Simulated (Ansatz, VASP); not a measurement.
BaTiO3 in VASP and in Ansatz

```
CELL_PARAMETERS angstrom
3.99980 0.02000 0.02000
0.02000 3.99980 0.02000
0.02009 0.02009 4.01800
ATOMIC_POSITIONS crystal
Ba 0.00000 0.00000 0.00000
Ti 0.50000 0.50000 0.48200
O 0.50000 0.50000 0.01600
O 0.50000 0.00000 0.51500
O 0.00000 0.50000 0.51500
```

Change from the starting cell: equal xy, yz and zx shear strains of +1 %, PAW files.

Alike in both runs: task electric field gradients; functional PBE; k mesh 7 × 7 × 7; occupations fermi-dirac, width 0.08 eV; no spin polarisation.

|  | VASP | Ansatz |
| --- | --- | --- |
| version | VASP 6.6.1 | Ansatz 0.2.0 |
| potentials or method | VASP PAW PBE potentials, release 64 (Ba_sv, Ti_sv, O) | PAW with Ansatz's default frozen-core files, scalar-relativistic |
| plane-wave cutoff (eV) | 520 | 420 |
| valence electrons in the cell | 40 | 40 |

VASP gave:

- pressure (GPa): 4.5
- traceless stress, the component that is largest in VASP (GPa): -1.25
- rms of the force components (eV/Å): 0.102
- size of Vzz on the site where it differs most (V/Å²): 16.4

Q: Which values does Ansatz return?

A: Pressure (GPa): 2.7; traceless stress, the component that is largest in VASP (GPa): -1.22; rms of the force components (eV/Å): 0.109; size of Vzz on the site where it differs most (V/Å²): 17.4.

Atom by atom the forces differ by 0.019 eV/Å (rms over components).

Spin-orbit coupling is off throughout.
